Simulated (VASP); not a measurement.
Input of a VASP 6.6.1 run:

The input INCAR:

```
SYSTEM = Rb2H3
ALGO = Normal ; EDIFF = 1E-6
ENCUT = 520 ; GGA = PE
ISIF = 2 ; ISMEAR = 0
LASPH = .TRUE. ; LCHARG = .TRUE.
LELF = .TRUE. ; LREAL = .FALSE.
LVHAR = .TRUE. ; LWAVE = .FALSE.
NBANDS = 18 ; NELM = 60
PREC = Accurate ; SIGMA = 0.1
```

The input KPOINTS:

```
k-points
0
G
  6 6 2
  0 0 0
```

File POSCAR:

```
Rb2H3
1.0
    5.1356162483     -0.0000000037      0.0000000000
   -2.5678081209      4.4475741370      0.0000000000
    0.0000000000      0.0000000000     13.4239368159
Rb H
2 3
Direct
    0.6666666667      0.3333333333      0.1857695640
    0.6666666667      0.3333333333      0.8142304360
    0.0000000000      0.0000000000      0.4718965026
    0.0000000000      0.0000000000      0.5281034974
    0.6666666667      0.3333333333      0.0000000000
```

Potentials or basis: VASP PAW PBE potentials, release 64 (Rb_sv, H).

Launch:

```bash
$ cat potpaw_PBE.64/Rb_sv/POTCAR potpaw_PBE.64/H/POTCAR > POTCAR
$ mpirun -np 1 vasp_std > vasp.out
```

Question: Predict the pressure.

Answer: 0.0 GPa.

Question: What does it give for the largest force?

Answer: 0.027 eV/Å.

Forces in eV/Å, atoms in the order of the input:
```
Rb   0.000  0.000  0.002
Rb   0.000  0.000 -0.002
H    0.000  0.000  0.027
H    0.000  0.000 -0.027
H    0.000  0.000  0.000
```

Caveat: an odd number of electrons without spin polarisation forces a metal; a magnetic or distorted state may lie lower.
